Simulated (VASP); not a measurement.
# Zn3GeO (P4mm) in VASP: further runs, part 2 of 2

VASP 6.6.1. The steps go on from the part before.

### Step 4. Relaxation of cell and atoms, PBE

INCAR reads:

```
PREC = Accurate ; ENCUT = 600
EDIFF = 1E-6 ; ISMEAR = 0
SIGMA = 0.1 ; LREAL = F
LASPH = T ; NELM = 80
ALGO = Normal ; ISIF = 3
LWAVE = F ; LCHARG = F
GGA = PE ; IBRION = 2
NSW = 90 ; EDIFFG = -0.04
```

KPOINTS reads:

```
regular mesh
0
Gamma
  4 4 4
```

POSCAR reads:

```
Zn3GeO
1.0
    3.7637029600      0.0000000000      0.0000000000
    0.0000000000      3.7637029600      0.0000000000
    0.0000000000      0.0000000000      4.8431757100
Zn Ge O
3 1 1
Direct
    0.0000000000      0.5000000000      0.5147183500
    0.5000000000      0.5000000000      0.1158523300
    0.5000000000      0.0000000000      0.5147183500
    0.5000000000      0.5000000000      0.7044957900
    0.0000000000      0.0000000000      0.9921142500
```

Launch:

```
> cat potpaw_PBE.64/Zn/POTCAR potpaw_PBE.64/Ge_d/POTCAR potpaw_PBE.64/O/POTCAR > POTCAR
> mpirun -np 1 vasp_std > vasp.out
```

Run time: 28 min. Hardware: 1 thread of Intel Xeon 8259CL, shared host; peak memory 0.23 GiB.

The run converged. Its results:

| Item | Value |
| --- | --- |
| Free energy | -13.3186 eV |
| Relaxed volume | 18.01 Å³/atom |
| Relaxed cell | a = 3.812 Å, b = 3.812 Å, c = 6.196 Å, α = 90.00°, β = 90.00°, γ = 90.00° |
| Space group after relaxing (to 0.1 Å) | P4mm (No. 99) |
| Energy gained by relaxing | 1182.3 meV/atom |
| Ionic steps | 35 |
| Pressure after relaxing | 0.0 GPa |
| Largest force after relaxing | 0.011 eV/Å |
| Band gap on the k mesh | zero (bands 28 and 29 overlap by 2.16 eV) |

Forces on the atoms (eV/Å):
```
Zn   0.000  0.000 -0.008
Zn   0.000  0.000  0.011
Zn   0.000  0.000 -0.008
Ge   0.000  0.000 -0.005
O    0.000  0.000  0.009
```

The path:
| step | energy change (eV) | largest force (eV/Å) | pressure (GPa) | volume (Å³) |
| --- | --- | --- | --- | --- |
| 1 | 0.0000 | 5.6365 | 40.05 | 68.61 |
| 2 | -2.5504 | 0.9336 | -7.00 | 108.59 |
| 3 | -2.9582 | 1.1275 | -0.53 | 92.37 |
| 4 | -2.9590 | 1.1187 | -0.96 | 93.01 |
| 5 | -3.1167 | 1.2290 | -1.63 | 92.50 |
| 6 | -3.2684 | 2.7485 | -1.44 | 90.91 |
| 7 | -3.2840 | 1.7227 | -1.85 | 91.36 |
| 8 | -3.3645 | 1.7840 | -1.66 | 90.70 |
| 9 | -3.6012 | 1.9777 | -0.97 | 88.76 |
| 10 | -3.9631 | 2.2565 | 2.00 | 84.97 |
| 11 | -3.4544 | 2.5227 | 17.67 | 77.71 |
| 12 | -4.0207 | 2.2834 | 3.99 | 83.47 |
| 13 | -4.3328 | 1.5446 | 3.58 | 84.58 |
| 14 | -4.6522 | 3.2293 | 4.82 | 86.96 |
| 15 | -5.0547 | 2.4932 | 0.98 | 91.76 |
| 16 | -5.2842 | 1.8620 | -1.99 | 97.44 |
| 17 | -5.2139 | 0.9991 | -5.60 | 109.31 |
| 18 | -5.3398 | 1.4727 | -3.56 | 101.73 |
| 19 | -5.5515 | 1.2781 | -2.17 | 98.45 |
| 20 | -5.7409 | 0.7304 | 2.00 | 92.38 |
| 21 | -5.8284 | 0.4620 | 0.09 | 94.19 |
| 22 | -5.8379 | 0.3362 | -0.63 | 95.05 |
| 23 | -5.8659 | 0.2984 | -0.54 | 94.35 |
| 24 | -5.8755 | 0.3404 | -0.39 | 93.67 |
| 25 | -5.8881 | 0.2334 | -0.16 | 92.62 |
| 26 | -5.8969 | 0.3193 | 0.36 | 90.66 |
| 27 | -5.9044 | 0.2095 | 0.04 | 90.39 |
| 28 | -5.9063 | 0.1255 | -0.19 | 90.18 |
| 29 | -5.9097 | 0.0546 | 0.22 | 89.76 |
| 30 | -5.9099 | 0.0789 | 0.40 | 89.63 |
| 31 | -5.9111 | 0.0404 | -0.16 | 90.18 |
| 32 | -5.9111 | 0.0423 | 0.01 | 90.08 |
| 33 | -5.9111 | 0.0410 | -0.08 | 90.12 |
| 34 | -5.9111 | 0.0416 | -0.05 | 90.11 |
| 35 | -5.9114 | 0.0112 | 0.01 | 90.05 |

Final structure:
```xyz
5
Lattice="3.8123 0.0000 0.0000 0.0000 3.8123 0.0000 0.0000 0.0000 6.1960" Properties=species:S:1:pos:R:3 pbc="T T T"
Zn    0.0000    1.9062    2.5722
Zn    1.9062    1.9062    0.4902
Zn    1.9062    0.0000    2.5722
Ge    1.9062    1.9062    4.2563
O     0.0000    0.0000    1.5214
```

Levels at points of the mesh, in eV from the Fermi level:
| k point | band 25 | band 26 | band 27 | band 28 | band 29 | band 30 | band 31 | band 32 |
| --- | --- | --- | --- | --- | --- | --- | --- | --- |
| (0.00, 0.00, 0.00) | -3.62 | -3.62 | -1.38 | 1.14 | 1.14 | 2.98 | 4.32 | 6.21 |
| (0.50, 0.00, 0.00) | -3.03 | -3.00 | -2.39 | 0.18 | 1.20 | 1.54 | 2.96 | 5.10 |
| (0.50, 0.50, 0.00) | -3.53 | -2.64 | -2.06 | -2.06 | -1.00 | 2.54 | 2.75 | 2.75 |
| (0.00, 0.00, 0.50) | -3.58 | -2.77 | -0.15 | 1.16 | 1.16 | 2.60 | 3.10 | 4.94 |
| (0.50, 0.00, 0.50) | -2.99 | -1.78 | -1.76 | -0.41 | 1.61 | 1.86 | 2.73 | 4.83 |
| (0.50, 0.50, 0.50) | -3.83 | -3.56 | -2.43 | -2.43 | 2.47 | 2.57 | 2.57 | 2.94 |

Caveat: the k points lie up to 0.41 Å⁻¹ apart in the final cell, too coarse for converged energies and pressures of a metal; the volume moved by over 15 % at a fixed basis, so the end points are rough.

### Step 5. Single point, PBE

This run uses another cell than the first one, of 18.52 Å³/atom.

INCAR reads:

```
SYSTEM = Zn3GeO
PREC = Accurate ; ENCUT = 520
EDIFF = 1E-6 ; ISMEAR = 0
SIGMA = 0.1 ; LREAL = .FALSE.
LASPH = .TRUE. ; NELM = 100
ALGO = Normal ; ISIF = 2
LWAVE = .FALSE. ; LCHARG = .TRUE.
GGA = PE ; LELF = .TRUE.
LVHAR = .TRUE. ; NBANDS = 36
```

KPOINTS reads:

```
Automatic mesh
0
G
  10 10 6
  0 0 0
```

POSCAR reads:

```
Zn3GeO
1.0
    3.8113031343      0.0000000000      0.0000000000
    0.0000000000      3.8113031343      0.0000000000
    0.0000000000      0.0000000000      6.3739398069
Zn Ge O
3 1 1
Direct
    0.0000000000      0.5000000000      0.4102141655
    0.5000000000      0.5000000000      0.0757557494
    0.5000000000      0.0000000000      0.4102141655
    0.5000000000      0.5000000000      0.6875984001
    0.0000000000      0.0000000000      0.2581165895
```

Launch:

```
> cat potpaw_PBE.64/Zn/POTCAR potpaw_PBE.64/Ge_d/POTCAR potpaw_PBE.64/O/POTCAR > POTCAR
> mpirun -np 1 vasp_std > vasp.out
```

Wall time 4.9 min (1 thread of Intel Xeon 8259CL, shared host); peak memory 0.37 GiB.

It converged, with:

* Free energy: -13.1829 eV
* Pressure: 0.2 GPa
* Largest force: 0.053 eV/Å
* Band gap on the k mesh: zero (bands 28 and 29 overlap by 2.37 eV)

Forces on the atoms (eV/Å):
```
Zn   0.000  0.000  0.021
Zn   0.000  0.000 -0.002
Zn   0.000  0.000  0.021
Ge   0.000  0.000  0.012
O    0.000  0.000 -0.053
```

Levels at points of the mesh, in eV from the Fermi level:
```csv
k point,band 26,band 27,band 28,band 29,band 30,band 31
"(0.00, 0.00, 0.00)",-3.65,-1.44,1.28,1.28,3.02,4.29
"(0.50, 0.00, 0.00)",-3.00,-2.37,0.12,1.16,1.67,2.72
"(0.50, 0.50, 0.00)",-2.60,-1.98,-1.98,-1.06,2.55,2.55
"(0.00, 0.00, 0.50)",-2.85,-0.27,1.30,1.30,2.16,3.12
"(0.50, 0.00, 0.50)",-1.84,-1.79,-0.39,1.25,1.94,2.60
"(0.50, 0.50, 0.50)",-3.58,-2.31,-2.31,2.28,2.52,2.52
```

### Step 6. Relaxation of cell and atoms, PBE

This run uses another cell than the first one, of 18.12 Å³/atom.

INCAR reads:

```
SYSTEM = Zn3GeO
  PREC = Accurate
  ENCUT = 600
  EDIFF = 1E-6
  ISMEAR = 0
  SIGMA = 0.1
  LREAL = .False.
  LASPH = .True.
  NELM = 100
  ALGO = Normal
  ISIF = 3
  LWAVE = .False.
  LCHARG = .False.
  GGA = PE
  IBRION = 2
  NSW = 100
  EDIFFG = -0.01
```

KPOINTS reads:

```
Automatic mesh
0
Gamma
  10 10 6
  0 0 0
```

POSCAR reads:

```
Zn3GeO
1.0
    3.8078068469      0.0000000000      0.0000000000
    0.0000000000      3.8078068469      0.0000000000
    0.0000000000      0.0000000000      6.2495759569
Zn Ge O
3 1 1
Direct
    0.0000000000      0.5000000000      0.4149075709
    0.5000000000      0.5000000000      0.0772261748
    0.5000000000      0.0000000000      0.4149075709
    0.5000000000      0.5000000000      0.6857788746
    0.0000000000      0.0000000000      0.2490788787
```

Potentials or basis: VASP PAW PBE potentials, release 64 (Zn, Ge_d, O).

Launch:

```
> cat potpaw_PBE.64/Zn/POTCAR potpaw_PBE.64/Ge_d/POTCAR potpaw_PBE.64/O/POTCAR > POTCAR
> mpirun -np 1 vasp_std > vasp.out
```

Run time: 66 min. Hardware: 1 thread of Intel Xeon 8259CL, shared host; peak memory 0.42 GiB.

Results (log left out):

```yaml
Free_energy: -13.1833 eV
Relaxed_volume: 18.54 Å³/atom
Relaxed_cell: a = 3.812 Å, b = 3.812 Å, c = 6.378 Å, α = 90.00°, β = 90.00°, γ = 90.00°
Space_group_after_relaxing_to_0.1_Å: P4mm (No. 99)
Energy_gained_by_relaxing: 5.2 meV/atom
Ionic_steps: 19
Pressure_after_relaxing: 0.0 GPa
Largest_force_after_relaxing: 0.010 eV/Å
Band_gap_on_the_k_mesh: zero (bands 28 and 29 overlap by 2.36 eV)
```

Forces on the atoms (eV/Å):
```
Zn   0.000  0.000  0.005
Zn   0.000  0.000  0.002
Zn   0.000  0.000  0.005
Ge   0.000  0.000 -0.002
O    0.000  0.000 -0.010
```

The path:
| step | energy change (eV) | largest force (eV/Å) | pressure (GPa) | volume (Å³) |
| --- | --- | --- | --- | --- |
| 1 | 0.0000 | 0.3640 | 0.98 | 90.62 |
| 2 | -0.0199 | 0.1687 | -0.15 | 92.08 |
| 3 | -0.0214 | 0.1723 | -0.34 | 92.52 |
| 4 | -0.0214 | 0.1737 | -0.59 | 92.71 |
| 5 | -0.0215 | 0.1734 | -0.50 | 92.63 |
| 6 | -0.0247 | 0.0629 | -0.02 | 92.08 |
| 7 | -0.0247 | 0.0409 | 0.14 | 91.97 |
| 8 | -0.0247 | 0.0474 | 0.06 | 92.01 |
| 9 | -0.0247 | 0.0455 | 0.11 | 92.00 |
| 10 | -0.0250 | 0.0394 | 0.03 | 92.13 |
| 11 | -0.0254 | 0.0393 | -0.02 | 92.42 |
| 12 | -0.0252 | 0.0429 | -0.19 | 93.01 |
| 13 | -0.0255 | 0.0412 | -0.14 | 92.67 |
| 14 | -0.0257 | 0.0289 | -0.02 | 92.64 |
| 15 | -0.0258 | 0.0220 | 0.02 | 92.62 |
| 16 | -0.0258 | 0.0241 | 0.10 | 92.58 |
| 17 | -0.0258 | 0.0172 | 0.03 | 92.60 |
| 18 | -0.0258 | 0.0163 | 0.08 | 92.60 |
| 19 | -0.0259 | 0.0097 | 0.00 | 92.68 |

Final structure:
```yaml
crystal:
  lattice:
    - [3.81203, 0.00000, 0.00000]
    - [0.00000, 3.81203, 0.00000]
    - [0.00000, 0.00000, 6.37810]
  atoms:
    - { symbol: Zn, position: [0.00000, 0.50000, 0.41050] }
    - { symbol: Zn, position: [0.50000, 0.50000, 0.07607] }
    - { symbol: Zn, position: [0.50000, 0.00000, 0.41050] }
    - { symbol: Ge, position: [0.50000, 0.50000, 0.68793] }
    - { symbol: O, position: [0.00000, 0.00000, 0.25690] }
```

Levels at points of the mesh, in eV from the Fermi level:
```csv
k point,band 26,band 27,band 28,band 29,band 30,band 31
"(0.00, 0.00, 0.00)",-3.65,-1.44,1.27,1.27,3.02,4.28
"(0.50, 0.00, 0.00)",-3.00,-2.37,0.13,1.15,1.67,2.72
"(0.50, 0.50, 0.00)",-2.60,-1.99,-1.99,-1.07,2.56,2.56
"(0.00, 0.00, 0.50)",-2.85,-0.28,1.29,1.29,2.15,3.12
"(0.50, 0.00, 0.50)",-1.84,-1.79,-0.39,1.25,1.94,2.57
"(0.50, 0.50, 0.50)",-3.58,-2.32,-2.32,2.28,2.52,2.52
```

### Step 7. Overview

| task | cell | k mesh | cutoff (eV) | gap on the mesh (eV) | pressure (GPa) | relaxed volume (Å³/atom) | largest force (eV/Å) |
| --- | --- | --- | --- | --- | --- | --- | --- |
| single point | a = 3.764, b = 3.764, c = 4.843 Å, 5 atoms, atomic positions A | 4 × 4 × 4 | 520 | none | 40.1 | - | 5.64 |
| single point | a = 3.808, b = 3.808, c = 6.250 Å, 5 atoms, atomic positions B | 4 × 4 × 4 | 520 | none | 0.4 | - | 0.06 |
| relaxation of cell and atoms | relaxed from a = 3.764, b = 3.764, c = 4.843 Å, 5 atoms, atomic positions A | 4 × 4 × 4 | 600 | none | 0.0 | 18.01 | 0.01 |
| single point | a = 3.811, b = 3.811, c = 6.374 Å, 5 atoms, atomic positions C | 10 × 10 × 6 | 520 | none | 0.2 | - | 0.05 |
| relaxation of cell and atoms | relaxed from a = 3.808, b = 3.808, c = 6.250 Å, 5 atoms, atomic positions B | 10 × 10 × 6 | 600 | none | 0.0 | 18.54 | 0.01 |

Alike in all rows: level PBE; potentials or basis VASP PAW PBE potentials, release 64 (Zn, Ge_d, O); no spin polarisation; smearing gaussian 0.1 eV.

Caveats: some runs use coarse meshes; forces of over 1 eV/Å act on the atoms, so gaps and moduli don't describe the material at rest (at least some runs); the volume moved by over 15 % at a fixed basis, so the end points are rough (at least some runs).

Total energies depend on the potentials used, so only differences within one code and one set of settings carry meaning.
